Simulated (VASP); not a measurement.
# Si32Au (a cell with a defect) in VASP: single point with PBE

Aim: the single point of Si32Au (a cell with a defect) with PBE.

Everything below comes from runs of VASP 6.6.1. Logs are shortened: lines on timing, memory, paths and dates and some standing lists are left out, and cuts for length are marked.

## 1. The cell of the first run

The cell holds a defect, 33 atoms: a = 9.474 Å, b = 9.474 Å, c = 9.474 Å, α = 109.47°, β = 109.47°, γ = 109.47°.

## 2. Single point, PBE

INCAR

```
SYSTEM = Si32Au
PREC = Accurate
ENCUT = 520
EDIFF = 1E-7
ISMEAR = 0
SIGMA = 0.02
LREAL = Auto
LASPH = .TRUE.
NELM = 100
ALGO = Normal
ISIF = 2
LWAVE = .FALSE.
LCHARG = .FALSE.
GGA = PE
NBANDS = 92
NELECT = 138.0
```

KPOINTS

```
Automatic mesh
0
Gamma
  2 2 2
  0.5 0.5 0.5
```

POSCAR

```
Si32Au
1.0
    5.4700937551     -5.4700937551      5.4700937551
   -5.4700937551     -5.4700937551     -5.4700937551
    5.4700937551      5.4700937551     -5.4700937551
Si Au
32 1
Direct
    0.5000280841      0.0000056672      0.7499727946
    0.7499631055      0.0000071297      0.5000165669
    0.7450582536      0.7499966516      0.7449357694
   -0.0002713847      0.0047523866      0.2546761650
   -0.0000355570      0.7500223367      0.4883115573
   -0.0000539296      0.4953696630      0.7448809257
    0.2546694924      0.0047204858     -0.0003774158
    0.2547647376      0.7501463748      0.2547437142
    0.2499522972      0.4999358553      0.4999385061
    0.2500195721      0.2500032104      0.7500283695
    0.4885641124      0.7500196859     -0.0000419554
    0.4999287256      0.4999304623      0.2499418769
    0.5107207710      0.2607662800      0.5107094366
    0.7449553303      0.4953527529     -0.0000781522
    0.7500266328      0.2499935214      0.2500088776
   -0.0000311695      0.2396996393     -0.0000436921
    0.4982729039      0.2482655802      0.7500810194
    0.7500860467      0.2482670427      0.4982644031
    0.7482680706      0.0000202008      0.7482612151
   -0.0000233086      0.2517224680      0.2516843516
   -0.0000148078      0.0020438407      0.5016446011
    0.0000777866      0.7498735275      0.7344060595
    0.2516880079      0.2517158867     -0.0000333632
    0.2643921777      0.0142676714      0.2644158519
    0.2519922074      0.7499776391      0.5015985325
    0.2496831976      0.4980119395      0.7480148756
    0.5016725714      0.0019889970     -0.0000133453
    0.5016237606      0.7499742571      0.2519352614
    0.4982368899      0.5000889605      0.4982338735
    0.7347386864      0.7498919916      0.0000780608
    0.7479626828      0.4979609348      0.2495990126
    0.0000424124      0.4862820674      0.0000659038
   -0.0011645139     -0.2491334813     -0.0015479625
```

Potentials or basis: VASP PAW PBE potentials, release 64 (Si, Au).

Run with:

```bash
$ cat potpaw_PBE.64/Si/POTCAR potpaw_PBE.64/Au/POTCAR > POTCAR
$ mpirun -np 1 vasp_std > vasp.out
```

OUTCAR:

```text
SYSTEM = Si32Au
   PREC = Accurate
   ENCUT = 520
   EDIFF = 1E-7
   ISMEAR = 0
   LREAL = Auto
   LASPH = .TRUE.
   NELM = 100
   ISIF = 2
   GGA = PE
   NELECT = 138.0

 ion  position               nearest neighbor table
   1  0.500  0.000  0.750-  27 2.36  19 2.36  17 2.36  25 2.36
   2  0.750  0.000  0.500-  21 2.36  18 2.36  19 2.36  28 2.36
   3  0.745  0.750  0.745-  29 2.35  19 2.35  22 2.45  30 2.45  33 2.77
   4  1.000  0.005  0.255-  21 2.35  20 2.35  30 2.45  24 2.45  33 2.79
   5  1.000  0.750  0.488-  22 2.33  21 2.35  31 2.35  25 2.35
   6  1.000  0.495  0.745-  26 2.35  18 2.35  22 2.45  32 2.45  33 2.79
   7  0.255  0.005  1.000-  27 2.35  23 2.35  22 2.45  24 2.45  33 2.78
   8  0.255  0.750  0.255-  25 2.35  28 2.35  24 2.44  32 2.44  33 2.81
   9  0.250  0.500  0.500-  29 2.36  26 2.36  25 2.36  20 2.36
  10  0.250  0.250  0.750-  26 2.36  21 2.36  23 2.36  17 2.36
  11  0.489  0.750  1.000-  30 2.33  27 2.35  26 2.35  28 2.35
  12  0.500  0.500  0.250-  29 2.36  31 2.36  23 2.36  28 2.36
  13  0.511  0.261  0.511-  24 2.33  29 2.35  18 2.35  17 2.35
  14  0.745  0.495  1.000-  31 2.35  17 2.35  30 2.45  32 2.45  33 2.79
  15  0.750  0.250  0.250-  31 2.36  27 2.36  18 2.36  20 2.36
  16  1.000  0.240  1.000-  32 2.34  19 2.35  23 2.35  20 2.35
  17  0.498  0.248  0.750-  14 2.35  13 2.35   1 2.36  10 2.36
  18  0.750  0.248  0.498-   6 2.35  13 2.35   2 2.36  15 2.36
  19  0.748  0.000  0.748-   3 2.35  16 2.35   2 2.36   1 2.36
  20  1.000  0.252  0.252-   4 2.35  16 2.35   9 2.36  15 2.36
  21  1.000  0.002  0.502-   4 2.35   5 2.35  10 2.36   2 2.36
  22  0.000  0.750  0.734-   5 2.33   6 2.45   7 2.45   3 2.45  33 2.50
  23  0.252  0.252  1.000-   7 2.35  16 2.35  12 2.36  10 2.36
  24  0.264  0.014  0.264-  13 2.33   8 2.44   4 2.45   7 2.45  33 2.51
  25  0.252  0.750  0.502-   8 2.35   5 2.35   9 2.36   1 2.36
  26  0.250  0.498  0.748-   6 2.35  11 2.35  10 2.36   9 2.36
  27  0.502  0.002  1.000-   7 2.35  11 2.35  15 2.36   1 2.36
  28  0.502  0.750  0.252-   8 2.35  11 2.35  12 2.36   2 2.36
  29  0.498  0.500  0.498-   3 2.35  13 2.35   9 2.36  12 2.36
  30  0.735  0.750  0.000-  11 2.33  14 2.45   4 2.45   3 2.45  33 2.50
  31  0.748  0.498  0.250-  14 2.35   5 2.35  15 2.36  12 2.36
  32  0.000  0.486  0.000-  16 2.34   8 2.44  14 2.45   6 2.45  33 2.52
  33  0.999  0.751  0.998-  22 2.50  30 2.50  24 2.51  32 2.52   3 2.77   7 2.78   4 2.79   6 2.79
                            14 2.79   8 2.81

  LATTYP: Found a body centered cubic cell.
 ALAT       =    10.9401875102

  Lattice vectors:

 A1 = (   5.4700937551,  -5.4700937551,   5.4700937551)
 A2 = (  -5.4700937551,  -5.4700937551,  -5.4700937551)
 A3 = (   5.4700937551,   5.4700937551,  -5.4700937551)

Analysis of symmetry for initial positions (statically):
=====================================================================
 Subroutine PRICEL returns:
 Original cell was already a primitive cell.

 Routine SETGRP: Setting up the symmetry group for a
 body centered cubic supercell.

 Subroutine GETGRP returns: Found  1 space group operations
 (whereof  1 operations were pure point group operations)
 out of a pool of 48 trial point group operations.

The static configuration has the point symmetry C_1 .

Analysis of symmetry for dynamics (positions and initial velocities):
=====================================================================
 Subroutine PRICEL returns:
 Original cell was already a primitive cell.

 Routine SETGRP: Setting up the symmetry group for a
 body centered cubic supercell.

 Subroutine GETGRP returns: Found  1 space group operations
 (whereof  1 operations were pure point group operations)
 out of a pool of 48 trial point group operations.

The dynamic configuration has the point symmetry C_1 .

 Subroutine INISYM returns: Found  1 space group operations
 (whereof  1 operations are pure point group operations),
 and found     1 'primitive' translations

----------------------------------------------------------------------------------------

                                     Primitive cell

  volume of cell :     654.7030

  direct lattice vectors                    reciprocal lattice vectors
     5.470093755 -5.470093755  5.470093755     0.091406112 -0.091406112  0.000000000
    -5.470093755 -5.470093755 -5.470093755     0.000000000 -0.091406112 -0.091406112
     5.470093755  5.470093755 -5.470093755     0.091406112  0.000000000 -0.091406112

  length of vectors
     9.474480306  9.474480306  9.474480306     0.129267763  0.129267763  0.129267763

  position of ions in fractional coordinates (direct lattice)
     0.500028084  0.000005667  0.749972795
     0.749963106  0.000007130  0.500016567
     0.745058254  0.749996652  0.744935769
     0.999728615  0.004752387  0.254676165
     0.999964443  0.750022337  0.488311557
     0.999946070  0.495369663  0.744880926
[... 25 lines left out ...]
     0.000042412  0.486282067  0.000065904
     0.998835486  0.750866519  0.998452038

  ion indices of the primitive-cell ions
   primitive index   ion index
                 1           1
                 2           2
                 3           3
                 4           4
                 5           5
                 6           6
[... 25 lines left out ...]
                32          32
                33          33

----------------------------------------------------------------------------------------

 KPOINTS: Automatic mesh

Automatic generation of k-mesh.
 Grid dimensions read from file:
 generate k-points for:    2    2    2

 Generating k-lattice:

  Cartesian coordinates                     Fractional coordinates (reciprocal lattice)
     0.045703056 -0.045703056  0.000000000     0.500000000  0.000000000  0.000000000
     0.000000000 -0.045703056 -0.045703056     0.000000000  0.500000000  0.000000000
     0.045703056  0.000000000 -0.045703056     0.000000000  0.000000000  0.500000000

  Length of vectors
     0.064633881  0.064633881  0.064633881

  Shift w.r.t. Gamma in fractional coordinates (k-lattice)
     0.500000000  0.500000000  0.500000000

 Subroutine IBZKPT returns following result:
 ===========================================

 Found      4 irreducible k-points:

 Following reciprocal coordinates:
            Coordinates               Weight
  0.250000  0.250000  0.250000      2.000000
 -0.250000  0.250000  0.250000      2.000000
  0.250000 -0.250000  0.250000      2.000000
  0.250000  0.250000 -0.250000      2.000000
   k-points           NKPTS =      4   k-points in BZ     NKDIM =      4   number of bands    NBANDS=     92
   number of dos      NEDOS =    301   number of ions     NIONS =     33
   total plane-waves  NPLWV = 343000
   dimension x,y,z NGX =    70 NGY =   70 NGZ =   70
   dimension x,y,z NGXF=   140 NGYF=  140 NGZF=  140
   ions per type =              32   1
   NGX,Y,Z   is equivalent  to a cutoff of  12.28, 12.28, 12.28 a.u.
   NGXF,Y,Z  is equivalent  to a cutoff of  24.57, 24.57, 24.57 a.u.
 SYSTEM =  Si32Au
   PREC   = accura    normal or accurate (medium, high low for compatibility)
   ISTART =      0    job   : 0-new  1-cont  2-samecut
   ICHARG =      2    charge: 1-file 2-atom 10-const
   ISPIN  =      1    spin polarized calculation?
   LNONCOLLINEAR =      F non collinear calculations
   LSORBIT =      F    spin-orbit coupling
   LASPH  =      T    aspherical Exc in radial PAW
   ENCUT  =  520.0 eV  38.22 Ry    6.18 a.u.  17.62 17.62 17.62*2*pi/ulx,y,z
   NELM   =    100;   NELMIN=  2; NELMDL= -5     # of ELM steps
   EDIFF  = 0.1E-06   stopping-criterion for ELM
   LREAL  =      T    real-space projection
   EDIFFG = 0.1E-05   stopping-criterion for IOM
   NSW    =      0    number of steps for IOM
   IBRION =     -1    ionic relax: 0-MD 1-quasi-New 2-CG
   NFREE  =      0    steps in history (QN), initial steepest desc. (CG)
   ISIF   =      2    stress and relaxation
   ISYM   =      2    0-nonsym 1-usesym 2-fastsym
   POTIM  = 0.5000    time-step for ionic-motion
   TEBEG  =    0.0;   TEEND  =   0.0 temperature during run
   PSTRESS=    0.0 pullay stress
   NELECT =     138.0000    total number of electrons
   NUPDOWN=      -1.0000    fix difference up-down
   EMIN   =  10.00;   EMAX   =-10.00  energy-range for DOS
   EFERMI =   0.00;   METHOD = LEGACY
   ISMEAR =     0;   SIGMA  =   0.02  broadening in eV -4-tet -1-fermi 0-gaus
   EFERMI_NEDOS =   21; number of points for ismear=-14 and -15
   IALGO  =     38    algorithm
   IMIX   =      4    mixing-type and parameters
     AMIX     =   0.40;   BMIX     =  1.00
     AMIX_MAG =   1.60;   BMIX_MAG =  1.00
  volume/ion in A,a.u.               =      19.84       133.88
  Fermi-wavevector in a.u.,A,eV,Ry     =   0.974286  1.841133 12.915100  0.949233
  Thomas-Fermi vector in A             =   2.104733
   LORBIT       =      0    0 simple, 1 ext, 2 COOP (PROOUT), +10 PAW based schemes
   GGA     = PE    functional components
   LHFCALC =     F    Hartree Fock is set to
   AEXX    =    0.0000 exact exchange contribution
   IVDW    =     0    specifies the selected vdW correction
   LEPSILON=     F    determine dielectric tensor
   LRPA    =     F    only Hartree local field effects (RPA)
 non-spin polarized calculation
 Gauss-broadening in eV      SIGMA  =   0.02
  energy-cutoff  :      520.00
  volume of cell :      654.70
 maximum number of plane-waves:     17628
 NGX is ok and might be reduce to    70
   NGX = 35   NGY = 35   NGZ = 35

 number of electron     138.0000004 magnetization

 Free energy of the ion-electron system (eV)
  ---------------------------------------------------
  ext. energy  EPLUGINS =         0.00000000
  ---------------------------------------------------
  free energy    TOTEN  =      -180.53916161 eV

  energy without entropy =     -180.53916161  energy(sigma->0) =     -180.53916161

 E-fermi :   5.5970     XC(G=0):  -9.4843

 val. band max:        5.4847850994   @ k =   0.2500   0.2500   0.2500
 cond. band min:       6.3916856569   @ k =   0.2500  -0.2500   0.2500
 fundamental gap:      0.9069005575
 Fermi energy:         5.5970257012

 k-point     1 :       0.2500    0.2500    0.2500
  band No.  band energies     occupation
      1      -5.5200      2.00000
      2      -5.1300      2.00000
      3      -5.1285      2.00000
      4      -5.1272      2.00000
      5      -3.5707      2.00000
      6      -3.4258      2.00000
[... 325 lines left out ...]
     80       8.1899      0.00000
     81       8.2910      0.00000
 [bands above 81 left out]

------------------------ aborting loop because EDIFF is reached ----------------------------------------

  FORCE on cell =-STRESS in cart. coord.  units (eV):
  Direction    XX          YY          ZZ          XY          YZ          ZX
  --------------------------------------------------------------------------------------
  -------------------------------------------------------------------------------------
  Total       -1.6590544     -1.6631083     -1.6630061     -0.0241113     -0.1312880     -0.0503623
  in kB       -4.0600082     -4.0699289     -4.0696788     -0.0590047     -0.3212856     -0.1232458
  external PRESSURE =      -4.0665386 kB  Pullay stress =       0.0000000 kB

 VOLUME and BASIS-vectors are now :
 -----------------------------------------------------------------------------
  energy-cutoff  :      520.00
  volume of cell :      654.70
      direct lattice vectors                 reciprocal lattice vectors
     5.470093755 -5.470093755  5.470093755     0.091406112 -0.091406112  0.000000000
    -5.470093755 -5.470093755 -5.470093755     0.000000000 -0.091406112 -0.091406112
     5.470093755  5.470093755 -5.470093755     0.091406112  0.000000000 -0.091406112

 POSITION                                       TOTAL-FORCE (eV/Angst)
 -----------------------------------------------------------------------------------
      6.83759      1.36719     -1.36725        -0.001398      0.000180     -0.000294
      6.83747     -1.36727      1.36719        -0.001331     -0.000138      0.000821
      4.04786     -4.10322     -4.10188         0.012358      0.002602      0.000641
      6.83572     -4.10150      4.04951         0.001172     -0.001030      0.010935
      4.03832     -6.90148     -1.30390         0.001658      0.002622     -0.000602
      6.83465     -4.10495     -1.31449         0.000412      0.001436     -0.010653
[... 25 lines left out ...]
     -2.65942     -2.65988     -2.66014         0.002978      0.003730      0.004831
      6.81804     -4.10941     -4.10521         0.005577      0.000036     -0.000745
 -----------------------------------------------------------------------------------
    total drift:                                0.007823      0.008895      0.003023

  FREE ENERGIE OF THE ION-ELECTRON SYSTEM (eV)
  ---------------------------------------------------
  free  energy   TOTEN  =      -180.5391616117 eV

  energy  without entropy=     -180.5391616117  energy(sigma->0) =     -180.53916161
```

Wall time 12 min (1 thread of Intel Xeon 8259CL, shared host); peak memory 0.75 GiB.

What came out:

```yaml
Free_energy: -180.5392 eV
Largest_force: 0.013 eV/Å
```

Forces on the atoms (eV/Å):
```
Si  -0.001  0.000  0.000
Si  -0.001  0.000  0.001
Si   0.012  0.003  0.001
Si   0.001 -0.001  0.011
Si   0.002  0.003 -0.001
Si   0.000  0.001 -0.011
Si   0.003  0.012 -0.002
Si  -0.009 -0.001 -0.001
Si  -0.001 -0.001 -0.001
Si   0.000 -0.001  0.000
Si   0.001  0.000  0.002
Si  -0.001 -0.001 -0.001
Si  -0.001  0.000  0.001
Si  -0.001 -0.011  0.001
Si   0.000 -0.001  0.000
Si  -0.004 -0.003 -0.003
Si  -0.002  0.001  0.001
Si  -0.002  0.000  0.001
Si  -0.001 -0.001  0.000
Si  -0.001 -0.001  0.000
Si   0.000  0.001  0.007
Si  -0.004 -0.002 -0.002
Si  -0.001  0.000 -0.001
Si   0.002 -0.007 -0.005
Si   0.000  0.000 -0.001
Si  -0.001 -0.001  0.001
Si  -0.001  0.007  0.001
Si   0.001 -0.002  0.000
Si   0.007  0.000  0.001
Si  -0.006  0.001 -0.003
Si   0.000  0.001 -0.001
Si   0.003  0.004  0.005
Au   0.006  0.000 -0.001
```

Levels at points of the mesh, in eV from the Fermi level:
```
           k point  band 67  band 68  band 69  band 70  band 71  band 72
(0.25, 0.25, 0.25)    -0.27    -0.11    -0.11     0.80     1.76     1.76
```

Caveat: the cell carries a net charge on a neutralising background, which shifts energy and pressure; the cell is charged against a uniform background, so pressure and absolute levels hang on convention; spin-orbit coupling is left out, which moves the levels of the heavy elements.
